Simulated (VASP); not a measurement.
# GaN in VASP: further runs, part 2 of 2

VASP 6.6.1.

### Step 3. Single point, PBE

This run uses another cell than the first one: it holds 4 atoms, not 72.

Contents of INCAR:

```
PREC = Accurate ; ENCUT = 520
EDIFF = 1E-6 ; ISMEAR = 0
SIGMA = 0.02 ; LREAL = F
LASPH = T ; NELM = 100
ALGO = Normal ; ISIF = 2
LWAVE = F ; LCHARG = F
GGA = PE ; ISYM = 0
NBANDS = 26
```

Contents of KPOINTS:

```
Automatic mesh
0
Gamma
  12 12 6
  0.5 0.5 0.5
```

Contents of POSCAR:

```
GaN
1.0
    3.2183708173      0.0000000000      0.0000000000
   -1.6091854087      2.7871908866      0.0000000000
    0.0000000000      0.0000000000      5.2431684262
Ga N
2 2
Direct
    0.6666666667      0.3333333333      0.4991348648
    0.3333333333      0.6666666667      0.9991348648
    0.6666666667      0.3333333333      0.8758651352
    0.3333333333      0.6666666667      0.3758651352
```

Potentials or basis: VASP PAW PBE potentials, release 64 (Ga_d, N).

Launch:

```bash
$ cat potpaw_PBE.64/Ga_d/POTCAR potpaw_PBE.64/N/POTCAR > POTCAR
$ mpirun -np 1 vasp_std > vasp.out
```

OUTCAR:

```text
PREC = Accurate
   ENCUT = 520
   EDIFF = 1E-6
   ISMEAR = 0
   LREAL = F
   LASPH = T
   NELM = 100
   ISIF = 2
   GGA = PE
   ISYM = 0

 ion  position               nearest neighbor table
   1  0.667  0.333  0.499-   4 1.97   4 1.97   4 1.97   3 1.98
   2  0.333  0.667  0.999-   3 1.97   3 1.97   3 1.97   4 1.98
   3  0.667  0.333  0.876-   2 1.97   2 1.97   2 1.97   1 1.98
   4  0.333  0.667  0.376-   1 1.97   1 1.97   1 1.97   2 1.98

IMPORTANT INFORMATION: All symmetrisations will be switched off!
NOSYMM: (Re-)initialisation of all symmetry stuff for point group C_1.

----------------------------------------------------------------------------------------

                                     Primitive cell

  volume of cell :      47.0323

  direct lattice vectors                    reciprocal lattice vectors
     3.218370817  0.000000000  0.000000000     0.310716215  0.179392091  0.000000000
    -1.609185409  2.787190887  0.000000000     0.000000000  0.358784181  0.000000000
     0.000000000  0.000000000  5.243168426     0.000000000  0.000000000  0.190724371

[... 134 lines left out ...]

 E-fermi :   5.1154     XC(G=0): -11.5151

 val. band max:        4.9753209742   @ k =  -0.0417   0.0000   0.0833
 cond. band min:       7.1072603863   @ k =   0.0417  -0.0000   0.0833
 fundamental gap:      2.1319394120
 Fermi energy:         5.1154309834

 k-point     1 :       0.0417    0.0417    0.0833
  band No.  band energies     occupation
      1     -10.6592      2.00000
      2      -9.8971      2.00000
      3      -8.4046      2.00000
      4      -8.3900      2.00000
      5      -8.3765      2.00000
      6      -8.3381      2.00000
[... 685 lines left out ...]
     25      15.9887      0.00000
     26      17.3433      0.00000

 [... further k-points ...]

------------------------ aborting loop because EDIFF is reached ----------------------------------------

  FORCE on cell =-STRESS in cart. coord.  units (eV):
  Direction    XX          YY          ZZ          XY          YZ          ZX
  --------------------------------------------------------------------------------------
  -------------------------------------------------------------------------------------
  Total        0.0362925      0.0362492      0.0463106     -0.0000364      0.0000004     -0.0000014
  in kB        1.2363195      1.2348440      1.5775892     -0.0012396      0.0000153     -0.0000481
  external PRESSURE =       1.3495843 kB  Pullay stress =       0.0000000 kB

 VOLUME and BASIS-vectors are now :
 -----------------------------------------------------------------------------
  energy-cutoff  :      520.00
  volume of cell :       47.03
      direct lattice vectors                 reciprocal lattice vectors
     3.218370817  0.000000000  0.000000000     0.310716215  0.179392091  0.000000000
    -1.609185409  2.787190887  0.000000000     0.000000000  0.358784181  0.000000000
     0.000000000  0.000000000  5.243168426     0.000000000  0.000000000  0.190724371

 POSITION                                       TOTAL-FORCE (eV/Angst)
 -----------------------------------------------------------------------------------
      1.60919      0.92906      2.61705        -0.000014      0.000008     -0.000223
     -0.00000      1.85813      5.23863         0.000013     -0.000010     -0.000220
      1.60919      0.92906      4.59231        -0.000012      0.000008      0.000224
     -0.00000      1.85813      1.97072         0.000013     -0.000007      0.000219
 -----------------------------------------------------------------------------------
    total drift:                               -0.000001     -0.000002     -0.001215

  FREE ENERGIE OF THE ION-ELECTRON SYSTEM (eV)
  ---------------------------------------------------
  free  energy   TOTEN  =       -24.3279394599 eV

  energy  without entropy=      -24.3279394599  energy(sigma->0) =      -24.32793946
```

OSZICAR:

```text
N       E                     dE             d eps       ncg     rms          rms(c)
DAV:   1     0.281333045521E+03    0.28133E+03   -0.17663E+04 73042   0.256E+03
DAV:   2     0.865444284768E+01   -0.27268E+03   -0.25699E+03 73560   0.491E+02
DAV:   3    -0.270065030534E+02   -0.35661E+02   -0.35133E+02 79996   0.143E+02
DAV:   4    -0.282273306180E+02   -0.12208E+01   -0.12155E+01 79400   0.286E+01
DAV:   5    -0.282538705211E+02   -0.26540E-01   -0.26506E-01 82880   0.407E+00    0.108E+01
DAV:   6    -0.242560389890E+02    0.39978E+01   -0.10111E+01111370   0.479E+01    0.308E+00
DAV:   7    -0.243461582595E+02   -0.90119E-01   -0.13378E+00 71722   0.900E+00    0.268E+00
DAV:   8    -0.243412590933E+02    0.48992E-02   -0.15312E-01111560   0.475E+00    0.829E-01
DAV:   9    -0.243274548722E+02    0.13804E-01   -0.43043E-02108074   0.343E+00    0.377E-01
DAV:  10    -0.243279385813E+02   -0.48371E-03   -0.54204E-03 70936   0.438E-01    0.857E-02
DAV:  11    -0.243279423424E+02   -0.37612E-05   -0.19827E-04121636   0.245E-01    0.481E-02
DAV:  12    -0.243279380573E+02    0.42851E-05   -0.40080E-05 81216   0.531E-02    0.138E-02
DAV:  13    -0.243279390756E+02   -0.10183E-05   -0.13093E-05 81012   0.469E-02    0.196E-02
DAV:  14    -0.243279394599E+02   -0.38433E-06   -0.31350E-06 68864   0.134E-02
   1 F= -.24327939E+02 E0= -.24327939E+02  d E =-.253548E-25
```

stdout:

```text
POSCAR found type information on POSCAR GaN
 POSCAR found :  2 types and       4 ions
 scaLAPACK will be used
 LDA part: xc-table for (Slater+PW92), standard interpolation
 POSCAR, INCAR and KPOINTS ok, starting setup
 FFT: planning ... GRIDC
 FFT: planning ... GRID_SOFT
 FFT: planning ... GRID
 WAVECAR not read
 entering main loop
```

It took 11 min on 1 thread of Intel Xeon Platinum 8488C (Sapphire Rapids), shared host; peak memory 1.2 GiB.

Results:

```yaml
Free_energy: -24.3279 eV
Pressure: 0.1 GPa
Band_gap_on_the_k_mesh: 2.13 eV
```

Levels at points of the mesh, in eV from the valence-band top:
```csv
k point,band 14,band 15,band 16,band 17,band 18,band 19,band 20,band 21,band 22,band 23
"(0.04, 0.04, 0.08)",-1.32,-1.07,-0.63,-0.09,-0.04,2.38,4.45,8.89,9.35,9.91
```

Caveat: a shifted mesh leaves out Γ, where band edges can lie.

### Step 4. Single point, PBE

This run uses another cell than the first one: it holds 16 atoms, not 72.

Contents of INCAR:

```
SYSTEM = GaN
ALGO = Normal
EDIFF = 1E-6
ENCUT = 520
GGA = PE
ISIF = 2
ISMEAR = 0
LASPH = .TRUE.
LCHARG = .FALSE.
LREAL = Auto
LWAVE = .FALSE.
NBANDS = 86
NELM = 80
PREC = Accurate
SIGMA = 0.01
```

Contents of KPOINTS:

```
k-points
0
G
  3 3 3
  0 0 0
```

Contents of POSCAR:

```
GaN
1.0
    0.0000000000      0.0000000000      5.2431684095
    3.2183708159      5.5743817708      0.0000000000
   -6.4367416318     -0.0000000001      0.0000000000
Ga N
8 8
Direct
    0.4991348631      0.1666666667      0.3333333333
    0.4991348631      0.1666666667      0.8333333333
    0.4991348631      0.6666666667      0.3333333333
    0.4991348631      0.6666666667      0.8333333333
    0.9991348631      0.3333333333      0.6666666667
    0.9991348631      0.3333333333      0.1666666667
    0.9991348631      0.8333333333      0.6666666667
    0.9991348631      0.8333333333      0.1666666667
    0.8758651369      0.1666666667      0.3333333333
    0.8758651369      0.1666666667      0.8333333333
    0.8758651369      0.6666666667      0.3333333333
    0.8758651369      0.6666666667      0.8333333333
    0.3758651369      0.3333333333      0.6666666667
    0.3758651369      0.3333333333      0.1666666667
    0.3758651369      0.8333333333      0.6666666667
    0.3758651369      0.8333333333      0.1666666667
```

Launch:

```bash
$ cat potpaw_PBE.64/Ga_d/POTCAR potpaw_PBE.64/N/POTCAR > POTCAR
$ mpirun -np 1 vasp_std > vasp.out
```

Run time: 3.4 min. Hardware: 1 thread of Intel Xeon Platinum 8259CL at 2.50GHz (Skylake/Cascade Lake), shared host; peak memory 0.31 GiB.

The run converged. Its results:

```yaml
Free_energy: -97.2857 eV
Pressure: 0.0 GPa
Band_gap_on_the_k_mesh: 1.71 eV
```

Levels at points of the mesh, in eV from the valence-band top:
| k point | band 68 | band 69 | band 70 | band 71 | band 72 | band 73 | band 74 | band 75 | band 76 | band 77 |
| --- | --- | --- | --- | --- | --- | --- | --- | --- | --- | --- |
| (0.00, 0.00, 0.00) | -0.96 | -0.96 | -0.04 | 0.00 | 0.00 | 1.71 | 4.06 | 4.98 | 4.98 | 4.98 |

### Step 5. Single point, PBE (shear of c along a, cell held: +4.0 %, then relaxed in part)

Contents of INCAR:

```
SYSTEM = GaN
  PREC = Accurate
  ENCUT = 520
  EDIFF = 1E-6
  ISMEAR = 0
  SIGMA = 0.02
  LREAL = .False.
  LASPH = .True.
  NELM = 60
  ALGO = Normal
  ISIF = 2
  LWAVE = .False.
  LCHARG = .True.
  GGA = PE
  LELF = .True.
  LVHAR = .True.
  NBANDS = 26
```

Contents of KPOINTS:

```
Automatic mesh
0
Gamma
  12 12 6
  0 0 0
```

Contents of POSCAR:

```
GaN
1.0
    3.2183708182      0.0000000000      0.0000000000
   -1.6091854091      2.7871908873      0.0000000000
    0.2097267374      0.0000000000      5.2431684352
Ga N
2 2
Direct
    0.6642414758      0.3334338984      0.4992394118
    0.3308075773      0.6665661016      0.9992394118
    0.6689024573      0.3328539676      0.8757605882
    0.3360484896      0.6671460324      0.3757605882
```

Launch:

```bash
$ cat potpaw_PBE.64/Ga_d/POTCAR potpaw_PBE.64/N/POTCAR > POTCAR
$ mpirun -np 1 vasp_std > vasp.out
```

Wall time 86 s (1 thread of Intel Xeon 6975P-C (Granite Rapids), shared host); peak memory 0.34 GiB.

The run converged. Its results:

```
Free energy            : -24.3069 eV
Pressure               : 0.1 GPa
Band gap on the k mesh : 1.61 eV
```

Stress tensor (GPa, compression positive):
```
-0.15  0.00 -3.56
 0.00  0.16  0.00
-3.56  0.00  0.22
```

Levels at points of the mesh, in eV from the valence-band top:
| k point | band 16 | band 17 | band 18 | band 19 | band 20 | band 21 |
| --- | --- | --- | --- | --- | --- | --- |
| (0.00, 0.00, 0.00) | -0.22 | -0.09 | 0.00 | 1.61 | 3.98 | 8.88 |
| (0.50, 0.00, 0.00) | -2.72 | -2.20 | -1.05 | 4.89 | 5.26 | 5.86 |
| (0.00, 0.50, 0.00) | -2.72 | -2.22 | -1.05 | 4.90 | 5.23 | 5.90 |
| (0.00, 0.00, 0.50) | -0.64 | -0.56 | -0.56 | 3.96 | 3.96 | 8.21 |
| (0.50, 0.00, 0.50) | -1.97 | -1.94 | -1.75 | 4.11 | 4.30 | 7.24 |
| (0.00, 0.50, 0.50) | -2.01 | -1.87 | -1.87 | 4.20 | 4.20 | 7.49 |

Caveat: the cell differs from its parent crystal (shear of c along a, cell held: +4.0 %, then relaxed in part).

### Step 6. Summary

```csv
cell,k mesh,smearing,gap on the mesh (eV),pressure (GPa)
"a = 9.655, b = 9.655, c = 10.486 Å, angles 90.0, 90.0, 120.0°, 72 atoms, atomic positions A",1 × 1 × 1,gaussian 0.01 eV,1.68,0.1
"a = 3.218, b = 3.218, c = 5.243 Å, angles 90.0, 90.0, 120.0°, 4 atoms, atomic positions B","12 × 12 × 6, shifted",gaussian 0.02 eV,2.13,0.1
"a = 5.243, b = 6.437, c = 6.437 Å, angles 120.0, 90.0, 90.0°, 16 atoms, atomic positions C",3 × 3 × 3,gaussian 0.01 eV,1.71,0.0
"a = 3.218, b = 3.218, c = 5.247 Å, angles 91.1, 87.7, 120.0°, 4 atoms, atomic positions D",12 × 12 × 6,gaussian 0.02 eV,1.61,0.1
```

Alike in all rows: task single point; level PBE; potentials or basis VASP PAW PBE potentials, release 64 (Ga_d, N); no spin polarisation; cutoff (eV) 520.

Caveats: some runs use coarse meshes; an odd mesh through Γ misses points on the zone boundary, where band edges can lie (at least some runs); a shifted mesh leaves out Γ, where band edges can lie (at least some runs).

Total energies depend on the potentials used, so only differences within one code and one set of settings carry meaning.
